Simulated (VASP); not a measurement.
# C (Pm-3m) in VASP: further runs

Runs on C. Level: PBE. Tasks: single point, relaxation of cell and atoms.

Program: VASP 6.6.1. These are calculated values, not measurements. Logs are shortened: lines on timing, memory, paths and dates and some standing lists are left out, and cuts for length are marked.

### 1 The cell of the first run

The structure is cubic, space group Pm-3m (No. 221). The conventional cell has a = 1.663 Å, b = 1.663 Å, c = 1.663 Å, α = 90.00°, β = 90.00°, γ = 90.00°. Within 2.2 Å of C (site symmetry m-3m) lie 6 C at 1.66 Å.

### 2 Single point, PBE

File INCAR:

```
SYSTEM = C
ALGO     = Normal         ! electronic algorithm
EDIFF    = 1E-7           ! SCF threshold, eV
ENCUT    = 520            ! plane-wave cutoff, eV
GGA      = PE             ! functional
ISIF     = 2              ! what is computed and relaxed
ISMEAR   = -1             ! smearing method
LASPH    = .True.         ! aspherical terms in the spheres
LCHARG   = .False.        ! write CHGCAR
LREAL    = .False.        ! projectors in reciprocal space
LWAVE    = .False.        ! write WAVECAR
NBANDS   = 8              ! bands
NELM     = 60             ! most SCF steps
PREC     = Accurate       ! precision mode
SIGMA    = 0.1            ! smearing width, eV
```

File KPOINTS:

```
k-points
0
Gamma
  22 22 22
  0 0 0
```

File POSCAR:

```
C
1.0
    1.6627523825      0.0000000000      0.0000000000
    0.0000000000      1.6627523825      0.0000000000
    0.0000000000      0.0000000000      1.6627523825
C
1
Direct
    0.0000000000      0.0000000000      0.0000000000
```

Potentials or basis: VASP PAW PBE potentials, release 64 (C).

Launch:

```sh
> cat potpaw_PBE.64/C/POTCAR > POTCAR
> mpirun -np 1 vasp_std > vasp.out
```

OUTCAR:

```text
SYSTEM = C
   EDIFF = 1E-7
   ENCUT = 520
   GGA = PE
   ISIF = 2
   ISMEAR = -1
   LASPH = .True.
   LREAL = .False.
   NELM = 60
   PREC = Accurate

 ion  position               nearest neighbor table
   1  0.000  0.000  0.000-

  LATTYP: Found a simple cubic cell.
 ALAT       =     1.6627523825

  Lattice vectors:

 A1 = (   1.6627523825,   0.0000000000,   0.0000000000)
 A2 = (   0.0000000000,   1.6627523825,   0.0000000000)
 A3 = (   0.0000000000,   0.0000000000,   1.6627523825)

Analysis of symmetry for initial positions (statically):
=====================================================================
 Subroutine PRICEL returns:
 Original cell was already a primitive cell.

 Routine SETGRP: Setting up the symmetry group for a
 simple cubic supercell.

 Subroutine GETGRP returns: Found 48 space group operations
 (whereof 48 operations were pure point group operations)
 out of a pool of 48 trial point group operations.

The static configuration has the point symmetry O_h .

Analysis of symmetry for dynamics (positions and initial velocities):
=====================================================================
 Subroutine PRICEL returns:
 Original cell was already a primitive cell.

 Routine SETGRP: Setting up the symmetry group for a
 simple cubic supercell.

 Subroutine GETGRP returns: Found 48 space group operations
 (whereof 48 operations were pure point group operations)
 out of a pool of 48 trial point group operations.

The dynamic configuration has the point symmetry O_h .

 Subroutine INISYM returns: Found 48 space group operations
 (whereof 48 operations are pure point group operations),
 and found     1 'primitive' translations

----------------------------------------------------------------------------------------

                                     Primitive cell

  volume of cell :       4.5971

  direct lattice vectors                    reciprocal lattice vectors
     1.662752382  0.000000000  0.000000000     0.601412460  0.000000000  0.000000000
     0.000000000  1.662752382  0.000000000     0.000000000  0.601412460  0.000000000
     0.000000000  0.000000000  1.662752382     0.000000000  0.000000000  0.601412460

  length of vectors
     1.662752382  1.662752382  1.662752382     0.601412460  0.601412460  0.601412460

  position of ions in fractional coordinates (direct lattice)
     0.000000000  0.000000000  0.000000000

  ion indices of the primitive-cell ions
   primitive index   ion index
                 1           1

----------------------------------------------------------------------------------------

 KPOINTS: k-points

Automatic generation of k-mesh.
 Grid dimensions read from file:
 generate k-points for:   22   22   22

 Generating k-lattice:

  Cartesian coordinates                     Fractional coordinates (reciprocal lattice)
     0.027336930  0.000000000  0.000000000     0.045454545  0.000000000  0.000000000
     0.000000000  0.027336930  0.000000000     0.000000000  0.045454545  0.000000000
     0.000000000  0.000000000  0.027336930     0.000000000  0.000000000  0.045454545

  Length of vectors
     0.027336930  0.027336930  0.027336930

  Shift w.r.t. Gamma in fractional coordinates (k-lattice)
     0.000000000  0.000000000  0.000000000

 Subroutine IBZKPT returns following result:
 ===========================================

 Found    364 irreducible k-points:

 Following reciprocal coordinates:
            Coordinates               Weight
  0.000000  0.000000  0.000000      1.000000
  0.045455  0.000000  0.000000      6.000000
  0.090909  0.000000  0.000000      6.000000
  0.136364  0.000000  0.000000      6.000000
  0.181818  0.000000  0.000000      6.000000
  0.227273  0.000000  0.000000      6.000000
[... 16 lines left out ...]
  0.500000  0.045455  0.000000     12.000000
  0.090909  0.090909  0.000000     12.000000
 [... further k-points ...]
   k-points           NKPTS =    364   k-points in BZ     NKDIM =    364   number of bands    NBANDS=      8
   number of dos      NEDOS =    301   number of ions     NIONS =      1
   total plane-waves  NPLWV =   1728
   dimension x,y,z NGX =    12 NGY =   12 NGZ =   12
   dimension x,y,z NGXF=    24 NGYF=   24 NGZF=   24
   ions per type =               1
   NGX,Y,Z   is equivalent  to a cutoff of  12.00, 12.00, 12.00 a.u.
   NGXF,Y,Z  is equivalent  to a cutoff of  24.00, 24.00, 24.00 a.u.
 SYSTEM =  C
   PREC   = accura    normal or accurate (medium, high low for compatibility)
   ISTART =      0    job   : 0-new  1-cont  2-samecut
   ICHARG =      2    charge: 1-file 2-atom 10-const
   ISPIN  =      1    spin polarized calculation?
   LNONCOLLINEAR =      F non collinear calculations
   LSORBIT =      F    spin-orbit coupling
   LASPH  =      T    aspherical Exc in radial PAW
   ENCUT  =  520.0 eV  38.22 Ry    6.18 a.u.   3.09  3.09  3.09*2*pi/ulx,y,z
   NELM   =     60;   NELMIN=  2; NELMDL= -5     # of ELM steps
   EDIFF  = 0.1E-06   stopping-criterion for ELM
   LREAL  =      F    real-space projection
   EDIFFG = 0.1E-05   stopping-criterion for IOM
   NSW    =      0    number of steps for IOM
   IBRION =     -1    ionic relax: 0-MD 1-quasi-New 2-CG
   NFREE  =      0    steps in history (QN), initial steepest desc. (CG)
   ISIF   =      2    stress and relaxation
   ISYM   =      2    0-nonsym 1-usesym 2-fastsym
   POTIM  = 0.5000    time-step for ionic-motion
   TEBEG  =    0.0;   TEEND  =   0.0 temperature during run
   PSTRESS=    0.0 pullay stress
   NELECT =       4.0000    total number of electrons
   NUPDOWN=      -1.0000    fix difference up-down
   EMIN   =  10.00;   EMAX   =-10.00  energy-range for DOS
   EFERMI =   0.00;   METHOD = LEGACY
   ISMEAR =    -1;   SIGMA  =   0.10  broadening in eV -4-tet -1-fermi 0-gaus
   EFERMI_NEDOS =   21; number of points for ismear=-14 and -15
   IALGO  =     38    algorithm
   IMIX   =      4    mixing-type and parameters
     AMIX     =   0.40;   BMIX     =  1.00
     AMIX_MAG =   1.60;   BMIX_MAG =  1.00
  volume/ion in A,a.u.               =       4.60        31.02
  Fermi-wavevector in a.u.,A,eV,Ry     =   1.562910  2.953471 33.234775  2.442687
  Thomas-Fermi vector in A             =   2.665759
   LORBIT       =      0    0 simple, 1 ext, 2 COOP (PROOUT), +10 PAW based schemes
   GGA     = PE    functional components
   LHFCALC =     F    Hartree Fock is set to
   AEXX    =    0.0000 exact exchange contribution
   IVDW    =     0    specifies the selected vdW correction
   LEPSILON=     F    determine dielectric tensor
   LRPA    =     F    only Hartree local field effects (RPA)
 non-spin polarized calculation
  energy-cutoff  :      520.00
  volume of cell :        4.60
 maximum number of plane-waves:       136
   NGX =  7   NGY =  7   NGZ =  7

 number of electron       4.0000002 magnetization

 Free energy of the ion-electron system (eV)
  ---------------------------------------------------
  ext. energy  EPLUGINS =         0.00000000
  ---------------------------------------------------
  free energy    TOTEN  =        -6.21655091 eV

  energy without entropy =       -6.20573164  energy(sigma->0) =       -6.21114128

 E-fermi :  14.3957     XC(G=0): -14.8115

 val. band max:       14.3843488926   @ k =   0.2273   0.0455   0.0000
 cond. band min:      14.4350807558   @ k =   0.2273   0.0455   0.0455
 fundamental gap:      0.0507318632
 Fermi energy:        14.3957483407

 k-point     1 :       0.0000    0.0000    0.0000
  band No.  band energies     occupation
      1     -11.1079      2.00000
      2      25.1422      0.00000
      3      25.1422      0.00000
      4      25.1422      0.00000
      5      41.6937      0.00000
      6      41.6937      0.00000
      7      50.4415      0.00000
      8      77.4191      0.00000

 k-point     2 :       0.0455    0.0000    0.0000
  band No.  band energies     occupation
      1     -11.0167      2.00000
      2      24.3666      0.00000
      3      25.2093      0.00000
      4      25.2093      0.00000
      5      41.7980      0.00000
      6      42.5526      0.00000
      7      50.4056      0.00000
      8      76.7835      0.00000

 k-point     3 :       0.0909    0.0000    0.0000
  band No.  band energies     occupation
      1     -10.7432      2.00000
      2      22.4106      0.00000
      3      25.4079      0.00000
      4      25.4079      0.00000
      5      42.1104      0.00000
      6      44.7191      0.00000
      7      50.3211      0.00000
      8      75.0317      0.00000

 k-point     4 :       0.1364    0.0000    0.0000
  band No.  band energies     occupation
      1     -10.2875      2.00000
      2      19.8752      0.00000
      3      25.7316      0.00000
      4      25.7316      0.00000
      5      42.6283      0.00000
      6      47.3887      0.00000
      7      50.3740      0.00000
      8      72.5858      0.00000

 k-point     5 :       0.1818    0.0000    0.0000
  band No.  band energies     occupation
      1      -9.6502      2.00000
      2      17.1226      0.00000
      3      26.1637      0.00000
      4      26.1637      0.00000
      5      43.3470      0.00000
      6      48.9066      0.00000
      7      51.7707      0.00000
      8      69.8336      0.00000
[... 177 lines left out ...]
 k-point    22 :       0.4545    0.0455    0.0000
  band No.  band energies     occupation
      1      -2.0184      2.00000
      2       2.0140      2.00000
      3      28.7430      0.00000
      4      29.2655      0.00000
      5      46.6650      0.00000
      6      50.8538      0.00000
      7      56.8953      0.00000
      8      58.0327      0.00000

 k-point    23 :       0.5000    0.0455    0.0000
  band No.  band energies     occupation
      1      -0.5610      2.00000
      2       0.3898      2.00000
      3      28.8612      0.00000
      4      29.3757      0.00000
      5      46.5701      0.00000
      6      51.3310      0.00000
      7      56.4477      0.00000
      8      57.7252      0.00000

 k-point    24 :       0.0909    0.0909    0.0000
  band No.  band energies     occupation
      1     -10.3788      2.00000
      2      21.8393      0.00000
      3      23.6653      0.00000
      4      25.6729      0.00000
      5      43.8597      0.00000
      6      46.2957      0.00000
      7      50.0314      0.00000
      8      72.7106      0.00000

 [... further k-points ...]
[... 5 lines left out ...]
  --------------------------------------------------------------------------------------
  -------------------------------------------------------------------------------------
  Total        2.7753265      2.7753265      2.7753265     -0.0000000      0.0000000     -0.0000000
  in kB      967.2570982    967.2570982    967.2570982     -0.0000000      0.0000000     -0.0000000
  external PRESSURE =     967.2570982 kB  Pullay stress =       0.0000000 kB

 VOLUME and BASIS-vectors are now :
 -----------------------------------------------------------------------------
  energy-cutoff  :      520.00
  volume of cell :        4.60
      direct lattice vectors                 reciprocal lattice vectors
     1.662752382  0.000000000  0.000000000     0.601412460  0.000000000  0.000000000
     0.000000000  1.662752382  0.000000000     0.000000000  0.601412460  0.000000000
     0.000000000  0.000000000  1.662752382     0.000000000  0.000000000  0.601412460

 POSITION                                       TOTAL-FORCE (eV/Angst)
 -----------------------------------------------------------------------------------
      0.00000      0.00000      0.00000         0.000000      0.000000      0.000000
 -----------------------------------------------------------------------------------
    total drift:                               -0.000000     -0.000000     -0.000000

  FREE ENERGIE OF THE ION-ELECTRON SYSTEM (eV)
  ---------------------------------------------------
  free  energy   TOTEN  =        -6.2165509145 eV

  energy  without entropy=       -6.2057316432  energy(sigma->0) =       -6.21114128
```

It took 7.9 s on 1 thread of AMD EPYC 7R43 (Zen 3), shared host; peak memory 0.08 GiB.

What came out:

```yaml
Free_energy: -6.2166 eV
Pressure: 96.7 GPa
Band_gap_on_the_k_mesh: zero (band 2 reaches 25.14 eV, above the bottom of band 3 at 12.56 eV)
```

Levels at points of the mesh, in eV from the Fermi level:
| k point | band 1 | band 2 | band 3 | band 4 | band 5 | band 6 |
| --- | --- | --- | --- | --- | --- | --- |
| (0.00, 0.00, 0.00) | -25.50 | 10.75 | 10.75 | 10.75 | 27.30 | 27.30 |
| (0.50, 0.00, 0.00) | -15.05 | -14.08 | 14.92 | 14.92 | 33.08 | 36.38 |
| (0.50, 0.50, 0.00) | -7.66 | -7.66 | -1.84 | 7.30 | 18.30 | 46.61 |
| (0.50, 0.50, 0.50) | -1.50 | -1.50 | -1.50 | 12.85 | 17.97 | 17.97 |

### 3 Single point, PBE

File INCAR:

```
SYSTEM = C
  PREC = Accurate
  ENCUT = 520
  EDIFF = 1E-6
  ISMEAR = -1
  SIGMA = 0.1
  LREAL = .False.
  LASPH = .True.
  NELM = 80
  ALGO = Normal
  ISIF = 2
  LWAVE = .False.
  LCHARG = .True.
  GGA = PE
  LELF = .True.
  LVHAR = .True.
  NBANDS = 8
```

File KPOINTS:

```
regular mesh
0
Gamma
  22 22 22
  0 0 0
```

File POSCAR:

```
C
1.0
    1.6630234698      0.0000000000      0.0000000000
    0.0000000000      1.6630234698      0.0000000000
    0.0000000000      0.0000000000      1.6630234698
C
1
Direct
    0.0000000000      0.0000000000      0.0000000000
```

Potentials or basis: VASP PAW PBE potentials, release 64 (C).

Launch:

```sh
> cat potpaw_PBE.64/C/POTCAR > POTCAR
> mpirun -np 1 vasp_std > vasp.out
```

Run time: 7.8 s. Hardware: 1 thread of AMD EPYC 7R43 (Zen 3), shared host; peak memory 0.07 GiB.

The run converged. Its results:

```yaml
Free_energy: -6.2179 eV
Pressure: 96.4 GPa
Band_gap_on_the_k_mesh: zero (band 2 reaches 25.13 eV, above the bottom of band 3 at 12.54 eV)
```

Levels at points of the mesh, in eV from the Fermi level:
| k point | band 1 | band 2 | band 3 | band 4 | band 5 |
| --- | --- | --- | --- | --- | --- |
| (0.00, 0.00, 0.00) | -25.49 | 10.74 | 10.74 | 10.74 | 27.29 |
| (0.50, 0.00, 0.00) | -15.04 | -14.07 | 14.92 | 14.92 | 33.07 |
| (0.50, 0.50, 0.00) | -7.66 | -7.66 | -1.84 | 7.30 | 18.29 |
| (0.50, 0.50, 0.50) | -1.50 | -1.50 | -1.50 | 12.84 | 17.96 |

### 4 Relaxation of cell and atoms, PBE, target pressure 96 GPa, at which the enthalpy is minimised

File INCAR:

```
  PREC = Accurate
  ENCUT = 600
  EDIFF = 1E-7
  ISMEAR = -1
  SIGMA = 0.1
  LREAL = F
  LASPH = T
  NELM = 60
  ALGO = Normal
  ISIF = 3
  LWAVE = F
  LCHARG = F
  GGA = PE
  IBRION = 2
  NSW = 32
  EDIFFG = -0.005
  PSTRESS = 960.0
```

File KPOINTS:

```
Automatic mesh
0
Gamma
  22 22 22
```

File POSCAR:

```
C
1.0
    1.6627523825      0.0000000000      0.0000000000
    0.0000000000      1.6627523825      0.0000000000
    0.0000000000      0.0000000000      1.6627523825
C
1
Direct
    0.0000000000      0.0000000000      0.0000000000
```

Launch:

```sh
> cat potpaw_PBE.64/C/POTCAR > POTCAR
> mpirun -np 1 vasp_std > vasp.out
```

Run time: 14 s. Hardware: 1 thread of AMD EPYC 7R43 (Zen 3), shared host; peak memory 0.08 GiB.

The run converged. Its results:

| Quantity | Value |
| --- | --- |
| Free energy | -6.2189 eV |
| Relaxed volume | 4.60 Å³/atom |
| Relaxed cell | a = 1.663 Å, b = 1.663 Å, c = 1.663 Å, α = 90.00°, β = 90.00°, γ = 90.00° |
| Space group after relaxing (to 0.05 Å) | Pm-3m (No. 221) |
| Energy change on relaxing (the enthalpy is what falls) | -0.9 meV/atom |
| Ionic steps | 3 |
| Pressure after relaxing | 96.0 GPa |
| Band gap on the k mesh | zero (band 2 reaches 25.13 eV, above the bottom of band 3 at 12.55 eV) |

Step by step:
| step | energy change (eV) | largest force (eV/Å) | pressure (GPa) | volume (Å³) |
| --- | --- | --- | --- | --- |
| 1 | 0.0000 | 0.0000 | 96.22 | 4.60 |
| 2 | -0.0025 | 0.0000 | 95.63 | 4.60 |
| 3 | -0.0009 | 0.0000 | 96.00 | 4.60 |

Final structure:
```yaml
crystal:
  lattice:
    - [1.66294, 0.00000, 0.00000]
    - [0.00000, 1.66294, 0.00000]
    - [0.00000, 0.00000, 1.66294]
  atoms:
    - { symbol: C, position: [0.00000, 0.00000, 0.00000] }
```

Levels at points of the mesh, in eV from the Fermi level:
```csv
k point,band 1,band 2,band 3,band 4,band 5
"(0.00, 0.00, 0.00)",-25.50,10.74,10.74,10.74,27.30
"(0.50, 0.00, 0.00)",-15.05,-14.07,14.91,14.91,33.06
"(0.50, 0.50, 0.00)",-7.66,-7.66,-1.84,7.30,18.29
"(0.50, 0.50, 0.50)",-1.50,-1.50,-1.50,12.84,17.97
```

Caveat: the cell is relaxed towards a set pressure, so the enthalpy falls and the energy may rise.
